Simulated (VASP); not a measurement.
# ScCo (Pm-3m) in VASP: a series of runs

Runs on ScCo. Level: LDA. Tasks: single point.

Program: VASP 6.6.1. These are calculated values, not measurements. Logs are shortened: lines on timing, memory, paths and dates and some standing lists are left out, and cuts for length are marked.

## 1. The cell of the first run

It takes space group Pm-3m (No. 221, cubic). Conventional cell: a = 3.145 Å, b = 3.145 Å, c = 3.145 Å, α = 90.00°, β = 90.00°, γ = 90.00°. Within 3.6 Å of Co (site symmetry m-3m) lie 8 Sc at 2.72 Å and 6 Co at 3.15 Å. Sc (site symmetry m-3m) has 8 Co at 2.72 Å and 6 Sc at 3.15 Å within 3.6 Å.

## 2. Single point, LDA, collinear spin, zero start

File INCAR:

```
SYSTEM = ScCo
PREC     = Accurate       ! precision mode
ENCUT    = 520            ! plane-wave cutoff, eV
EDIFF    = 1E-6           ! SCF threshold, eV
ISMEAR   = -1             ! smearing method
SIGMA    = 0.1            ! smearing width, eV
LREAL    = .False.        ! projectors in reciprocal space
LASPH    = .True.         ! aspherical terms in the spheres
NELM     = 150            ! most SCF steps
ALGO     = Normal         ! electronic algorithm
ISIF     = 2              ! what is computed and relaxed
LWAVE    = .False.        ! write WAVECAR
LCHARG   = .True.         ! write CHGCAR
ISPIN    = 2              ! spin polarisation
MAGMOM   = 0 0            ! initial moments
LORBIT   = 11             ! projections on sites
NUPDOWN  = 0.0            ! fixed moment
LMAXMIX  = 4              ! l up to which the mixer works
LELF     = .True.         ! ELF
LVHAR    = .True.       
NBANDS   = 21             ! bands
```

File KPOINTS:

```
regular mesh
0
Gamma
  10 10 10
  0 0 0
```

File POSCAR:

```
ScCo
1.0
    3.1450000000      0.0000000000      0.0000000000
    0.0000000000      3.1450000000      0.0000000000
    0.0000000000      0.0000000000      3.1450000000
Co Sc
1 1
Direct
    0.0000000000      0.0000000000      0.0000000000
    0.5000000000      0.5000000000      0.5000000000
```

Potentials or basis: VASP PAW LDA potentials, release 64 (Co, Sc_sv).

Launch:

```console
> cat potpaw_LDA.64/Co/POTCAR potpaw_LDA.64/Sc_sv/POTCAR > POTCAR
> mpirun -np 1 vasp_std > vasp.out
```

OUTCAR:

```text
SYSTEM = ScCo
   PREC = Accurate
   ENCUT = 520
   EDIFF = 1E-6
   ISMEAR = -1
   LREAL = .False.
   LASPH = .True.
   NELM = 150
   ISIF = 2
   ISPIN = 2
   LORBIT = 11
   NUPDOWN = 0.0

 ion  position               nearest neighbor table
   1  0.000  0.000  0.000-   2 2.72   2 2.72   2 2.72   2 2.72   2 2.72   2 2.72   2 2.72   2 2.72

   2  0.500  0.500  0.500-   1 2.72   1 2.72   1 2.72   1 2.72   1 2.72   1 2.72   1 2.72   1 2.72

  LATTYP: Found a simple cubic cell.
 ALAT       =     3.1450000000

  Lattice vectors:

 A1 = (   3.1450000000,   0.0000000000,   0.0000000000)
 A2 = (   0.0000000000,   3.1450000000,   0.0000000000)
 A3 = (   0.0000000000,   0.0000000000,   3.1450000000)

Analysis of symmetry for initial positions (statically):
=====================================================================
 Subroutine PRICEL returns:
 Original cell was already a primitive cell.

 Routine SETGRP: Setting up the symmetry group for a
 simple cubic supercell.

 Subroutine GETGRP returns: Found 48 space group operations
 (whereof 48 operations were pure point group operations)
 out of a pool of 48 trial point group operations.

The static configuration has the point symmetry O_h .

Analysis of symmetry for dynamics (positions and initial velocities):
=====================================================================
 Subroutine PRICEL returns:
 Original cell was already a primitive cell.

 Routine SETGRP: Setting up the symmetry group for a
 simple cubic supercell.

 Subroutine GETGRP returns: Found 48 space group operations
 (whereof 48 operations were pure point group operations)
 out of a pool of 48 trial point group operations.

The dynamic configuration has the point symmetry O_h .

Analysis of structural, dynamic, and magnetic symmetry:
=====================================================================
 Subroutine PRICEL returns:
 Original cell was already a primitive cell.

 Routine SETGRP: Setting up the symmetry group for a
 simple cubic supercell.

 Subroutine GETGRP returns: Found 48 space group operations
 (whereof 48 operations were pure point group operations)
 out of a pool of 48 trial point group operations.

The overall configuration has the point symmetry O_h .

 Subroutine INISYM returns: Found 48 space group operations
 (whereof 48 operations are pure point group operations),
 and found     1 'primitive' translations

----------------------------------------------------------------------------------------

                                     Primitive cell

  volume of cell :      31.1073

  direct lattice vectors                    reciprocal lattice vectors
     3.145000000  0.000000000  0.000000000     0.317965024  0.000000000  0.000000000
     0.000000000  3.145000000  0.000000000     0.000000000  0.317965024  0.000000000
     0.000000000  0.000000000  3.145000000     0.000000000  0.000000000  0.317965024

  length of vectors
     3.145000000  3.145000000  3.145000000     0.317965024  0.317965024  0.317965024

  position of ions in fractional coordinates (direct lattice)
     0.000000000  0.000000000  0.000000000
     0.500000000  0.500000000  0.500000000

  ion indices of the primitive-cell ions
   primitive index   ion index
                 1           1
                 2           2

----------------------------------------------------------------------------------------

 KPOINTS: regular mesh

Automatic generation of k-mesh.
 Grid dimensions read from file:
 generate k-points for:   10   10   10

 Generating k-lattice:

  Cartesian coordinates                     Fractional coordinates (reciprocal lattice)
     0.031796502  0.000000000  0.000000000     0.100000000  0.000000000  0.000000000
     0.000000000  0.031796502  0.000000000     0.000000000  0.100000000  0.000000000
     0.000000000  0.000000000  0.031796502     0.000000000  0.000000000  0.100000000

  Length of vectors
     0.031796502  0.031796502  0.031796502

  Shift w.r.t. Gamma in fractional coordinates (k-lattice)
     0.000000000  0.000000000  0.000000000

 Subroutine IBZKPT returns following result:
 ===========================================

 Found     56 irreducible k-points:

 Following reciprocal coordinates:
            Coordinates               Weight
  0.000000  0.000000  0.000000      1.000000
  0.100000  0.000000  0.000000      6.000000
  0.200000  0.000000  0.000000      6.000000
  0.300000  0.000000  0.000000      6.000000
  0.400000  0.000000  0.000000      6.000000
  0.500000  0.000000  0.000000      3.000000
[... 16 lines left out ...]
  0.200000  0.100000  0.100000     24.000000
  0.300000  0.100000  0.100000     24.000000
 [... further k-points ...]
   k-points           NKPTS =     56   k-points in BZ     NKDIM =     56   number of bands    NBANDS=     21
   number of dos      NEDOS =    301   number of ions     NIONS =      2
   total plane-waves  NPLWV =  13824
   dimension x,y,z NGX =    24 NGY =   24 NGZ =   24
   dimension x,y,z NGXF=    48 NGYF=   48 NGZF=   48
   ions per type =               1   1
   NGX,Y,Z   is equivalent  to a cutoff of  12.69, 12.69, 12.69 a.u.
   NGXF,Y,Z  is equivalent  to a cutoff of  25.37, 25.37, 25.37 a.u.
 SYSTEM =  ScCo
   PREC   = accura    normal or accurate (medium, high low for compatibility)
   ISTART =      0    job   : 0-new  1-cont  2-samecut
   ICHARG =      2    charge: 1-file 2-atom 10-const
   ISPIN  =      2    spin polarized calculation?
   LNONCOLLINEAR =      F non collinear calculations
   LSORBIT =      F    spin-orbit coupling
   LASPH  =      T    aspherical Exc in radial PAW
   ENCUT  =  520.0 eV  38.22 Ry    6.18 a.u.   5.85  5.85  5.85*2*pi/ulx,y,z
   NELM   =    150;   NELMIN=  2; NELMDL= -5     # of ELM steps
   EDIFF  = 0.1E-05   stopping-criterion for ELM
   LREAL  =      F    real-space projection
[... 7 lines left out ...]
   TEBEG  =    0.0;   TEEND  =   0.0 temperature during run
   PSTRESS=    0.0 pullay stress
   NELECT =      20.0000    total number of electrons
   NUPDOWN=       0.0000    fix difference up-down
   EMIN   =  10.00;   EMAX   =-10.00  energy-range for DOS
   EFERMI =   0.00;   METHOD = LEGACY
   ISMEAR =    -1;   SIGMA  =   0.10  broadening in eV -4-tet -1-fermi 0-gaus
   EFERMI_NEDOS =   21; number of points for ismear=-14 and -15
   IALGO  =     38    algorithm
   IMIX   =      4    mixing-type and parameters
     AMIX     =   0.40;   BMIX     =  1.00
     AMIX_MAG =   1.60;   BMIX_MAG =  1.00
  volume/ion in A,a.u.               =      15.55       104.96
  Fermi-wavevector in a.u.,A,eV,Ry     =   1.412963  2.670113 27.163555  1.996465
  Thomas-Fermi vector in A             =   2.534658
   LORBIT       =     11    0 simple, 1 ext, 2 COOP (PROOUT), +10 PAW based schemes
   GGA     = CA    functional components
   LHFCALC =     F    Hartree Fock is set to
   AEXX    =    0.0000 exact exchange contribution
   IVDW    =     0    specifies the selected vdW correction
   LEPSILON=     F    determine dielectric tensor
   LRPA    =     F    only Hartree local field effects (RPA)
 spin polarized calculation
  energy-cutoff  :      520.00
  volume of cell :       31.11
 maximum number of plane-waves:       862
 NGX is ok and might be reduce to    24
   NGX = 11   NGY = 11   NGZ = 11

 number of electron      19.9999992 magnetization       0.0000000

 number of electron      19.9999992 magnetization      -0.0000000

 Free energy of the ion-electron system (eV)
  ---------------------------------------------------
  ext. energy  EPLUGINS =         0.00000000
  ---------------------------------------------------
  free energy    TOTEN  =       -15.59414953 eV

  energy without entropy =      -15.55166941  energy(sigma->0) =      -15.57290947

 E-fermi :   6.1914     XC(G=0): -11.9975

 val. band max:        6.1751616319   @ k =   0.5000   0.4000   0.3000
 cond. band min:       6.2174853588   @ k =   0.5000   0.5000   0.4000
 fundamental gap:      0.0423237269
 Fermi energy:         6.1914150936

 spin component 1

 k-point     1 :       0.0000    0.0000    0.0000
  band No.  band energies     occupation
      1     -42.0587      1.00000
      2     -20.8950      1.00000
      3     -20.8950      1.00000
      4     -20.8950      1.00000
      5      -0.2473      1.00000
      6       3.5496      1.00000
[... 13 lines left out ...]
     20      21.3475      0.00000
     21      23.4521      0.00000

 k-point     2 :       0.1000    0.0000    0.0000
  band No.  band energies     occupation
      1     -42.0552      1.00000
      2     -20.9292      1.00000
      3     -20.8924      1.00000
      4     -20.8924      1.00000
      5      -0.0647      1.00000
      6       3.6214      1.00000
[... 520 lines left out ...]
 k-point    24 :       0.3000    0.1000    0.1000
  band No.  band energies     occupation
      1     -42.0282      1.00000
      2     -21.1167      1.00000
      3     -20.9077      1.00000
      4     -20.9051      1.00000
      5       1.5653      1.00000
      6       4.1066      1.00000
[... 13 lines left out ...]
     20      22.9187      0.00000
     21      23.1957      0.00000

 [... further k-points ...]

 spin component 2

 k-point     1 :       0.0000    0.0000    0.0000
  band No.  band energies     occupation
      1     -42.0587      1.00000
      2     -20.8950      1.00000
      3     -20.8950      1.00000
      4     -20.8950      1.00000
      5      -0.2473      1.00000
      6       3.5496      1.00000
[... 13 lines left out ...]
     20      21.3475      0.00000
     21      23.4521      0.00000

 k-point     2 :       0.1000    0.0000    0.0000
  band No.  band energies     occupation
      1     -42.0552      1.00000
      2     -20.9291      1.00000
      3     -20.8924      1.00000
      4     -20.8924      1.00000
      5      -0.0647      1.00000
      6       3.6214      1.00000
[... 520 lines left out ...]
 k-point    24 :       0.3000    0.1000    0.1000
  band No.  band energies     occupation
      1     -42.0282      1.00000
      2     -21.1167      1.00000
      3     -20.9077      1.00000
      4     -20.9051      1.00000
      5       1.5653      1.00000
      6       4.1066      1.00000
[... 13 lines left out ...]
     20      22.9187      0.00000
     21      23.1957      0.00000

 [... further k-points ...]

------------------------ aborting loop because EDIFF is reached ----------------------------------------

  FORCE on cell =-STRESS in cart. coord.  units (eV):
  Direction    XX          YY          ZZ          XY          YZ          ZX
  --------------------------------------------------------------------------------------
  -------------------------------------------------------------------------------------
  Total       -2.3548257     -2.3548257     -2.3548257      0.0000000      0.0000000      0.0000000
  in kB     -121.2850861   -121.2850861   -121.2850861      0.0000000      0.0000000      0.0000000
  external PRESSURE =    -121.2850861 kB  Pullay stress =       0.0000000 kB

 VOLUME and BASIS-vectors are now :
 -----------------------------------------------------------------------------
  energy-cutoff  :      520.00
  volume of cell :       31.11
      direct lattice vectors                 reciprocal lattice vectors
     3.145000000  0.000000000  0.000000000     0.317965024  0.000000000  0.000000000
     0.000000000  3.145000000  0.000000000     0.000000000  0.317965024  0.000000000
     0.000000000  0.000000000  3.145000000     0.000000000  0.000000000  0.317965024

 POSITION                                       TOTAL-FORCE (eV/Angst)
 -----------------------------------------------------------------------------------
      0.00000      0.00000      0.00000         0.000000      0.000000      0.000000
      1.57250      1.57250      1.57250         0.000000      0.000000      0.000000
 -----------------------------------------------------------------------------------
    total drift:                                0.000000      0.000000     -0.000000

  FREE ENERGIE OF THE ION-ELECTRON SYSTEM (eV)
  ---------------------------------------------------
  free  energy   TOTEN  =       -15.5941495327 eV

  energy  without entropy=      -15.5516694105  energy(sigma->0) =      -15.57290947

 total charge

# of ion       s       p       d       tot
------------------------------------------
    1        0.486   0.316   7.389   8.192
    2        2.285   6.179   1.115   9.579
--------------------------------------------------
tot          2.771   6.496   8.504  17.771

 magnetization (x)

# of ion       s       p       d       tot
------------------------------------------
    1        0.000  -0.000   0.000   0.000
    2       -0.000  -0.000  -0.000  -0.000
--------------------------------------------------
tot         -0.000  -0.000   0.000   0.000
```

Run time: 58 s. Hardware: 1 thread of Intel Xeon 8259CL, shared host; peak memory 0.18 GiB.

What came out:

```yaml
Free_energy: -15.5941 eV
Pressure: -12.1 GPa
Net_moment: 0.00 μB per cell
Valence_electrons_inside_the_program's_atomic_spheres: Co 8.19; Sc 9.58
```

Caveat: the cell stands under tension; the total moment is fixed, so each spin has its own Fermi level.

[end of part 1 of 2]
